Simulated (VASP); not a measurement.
Runs of VASP 6.6.1 on Al2Cu. The structure is that of space group P-3m1 (No. 164), or close to it. The cells are those of the table. 

| task | cell | k mesh | cutoff (eV) | gap on the mesh (eV) | pressure (GPa) | relaxed volume (Å³/atom) | largest force (eV/Å) |
| --- | --- | --- | --- | --- | --- | --- | --- |
| relaxation of cell and atoms | relaxed from a = 4.234, b = 4.234, c = 2.941 Å, angles 90.0, 90.0, 120.0°, 3 atoms | 12 × 12 × 16 | 600 | none | 0.0 | (b) | - |
| single point | a = 4.196, b = 4.196, c = 3.014 Å, angles 90.0, 90.0, 120.0°, 3 atoms | 12 × 12 × 16 | 520 | none | (a) | - | 0.01 |
| single point | a = 4.234, b = 4.234, c = 2.941 Å, angles 90.0, 90.0, 120.0°, 3 atoms | 6 × 6 × 6 | 520 | none | 0.2 | - | 0.03 |
| single point | a = 4.362, b = 4.362, c = 2.671 Å, angles 90.0, 90.0, 120.0°, 3 atoms | 6 × 6 × 6 | 520 | none | 2.1 | - | 0.50 |
| relaxation of cell and atoms | relaxed from a = 4.362, b = 4.362, c = 2.671 Å, angles 90.0, 90.0, 120.0°, 3 atoms | 6 × 6 × 6 | 600 | none | -0.1 | (c) | - |

Alike in all rows: level PBE; potentials or basis VASP PAW PBE potentials, release 64 (Al, Cu); no spin polarisation; smearing gaussian 0.1 eV.

Task: Fill in the values left out.

Result: (a) 0.1; (b) 15.33; (c) 15.27.

Caveats: some runs use coarse meshes.

A gap of «none» marks levels without a gap at the run's occupations.
